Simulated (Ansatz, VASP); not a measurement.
Two plane-wave programs on FeSi

```
Fe Si
1.0
     2.73591    0.00000    0.00000
    -1.36796    2.36937    0.00000
     0.00000    0.00000    3.50498
Fe Si
1 1
Cartesian
  1.3680 0.7898 1.7525
  0.0000 0.0000 0.0000
```

Change from the starting cell: species swapped into the WC type (P-6m2, No. 187).

Alike in both runs: functional PBE; k mesh 24 × 24 × 16; occupations gaussian, width 0.1 eV; collinear spin.

Ansatz relaxed the structure, and its values are those at the end. VASP's run is a single point on that final structure, the one shown.

|  | VASP | Ansatz |
| --- | --- | --- |
| version | VASP 6.6.1 | Ansatz 0.2.0 |
| potentials or method | VASP PAW PBE potentials, release 64 (Fe, Si), cutoff 520 eV | scalar-relativistic, plane waves, PAW |
| valence electrons in the cell | 12 | 20 |

VASP gave:

| Item | Value |
| --- | --- |
| gap on the k mesh at the Fermi level (eV) | none |
| pressure (GPa) | -1.7 |
| net moment per atom (μB) | 0.00 |
| size of the moment on the site where the two differ most (μB) | 0.00 |

Q: Estimate Ansatz's values.

A: gap on the k mesh at the Fermi level (eV): none; pressure (GPa): 0.0; net moment per atom (μB): 0.36; size of the moment on the site where the two differ most (μB): 0.76.

The net moments are unlike, so the other rows may belong to different states. Site moments also hang on the region over which each program counts them. A gap of «none» marks a metal or a gap that the smearing closes. VASP's potentials hold 12 valence electrons a cell and Ansatz's 20, so a difference there can come from the potentials and not from the codes.
